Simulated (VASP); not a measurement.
ReSb (rocksalt type), 2 atoms in the cell. The structure is cubic, space group Fm-3m (No. 225). The conventional cell has a = 5.371 Å, b = 5.371 Å, c = 5.371 Å, α = 90.00°, β = 90.00°, γ = 90.00°. Re (site symmetry m-3m) has 6 Sb at 2.69 Å within 3.5 Å. Sb (site symmetry m-3m) has 6 Re at 2.69 Å within 3.5 Å. 

- Program: VASP 6.6.1
- Task: single point
- Functional: LDA
- Potentials or basis: VASP PAW LDA potentials, release 64 (Re, Sb)
- Cutoff: 520 eV
- k mesh: 12 × 12 × 12
- Occupations: fermi-dirac, width 0.08 eV
- Spin: no spin polarisation
- Dipole correction: no
- k mesh for the DOS: 18 × 18 × 18
- Occupations for the DOS: tetrahedron
- Further INCAR settings: ALGO = Normal; EDIFF = 1e-06; NBANDS = 13

Potentials or basis: VASP PAW LDA potentials, release 64 (Re, Sb).

The run is started by

```console
$ cat potpaw_LDA.64/Re/POTCAR potpaw_LDA.64/Sb/POTCAR > POTCAR
$ cp INCAR.step1 INCAR
$ cp KPOINTS.step1 KPOINTS
$ mpirun -np 1 vasp_std > vasp.out
$ cp INCAR.step2 INCAR
$ cp KPOINTS.step2 KPOINTS
$ mpirun -np 1 vasp_std > vasp.out
```

Hardware: 1 thread of Intel Xeon 8259CL, on a shared host.

Problem. How long does it take, and how much memory?

Solution. Run time: 76 s on 1 thread of Intel Xeon 8259CL, on a shared host, peak memory 0.22 GiB. Counts: k points 195.
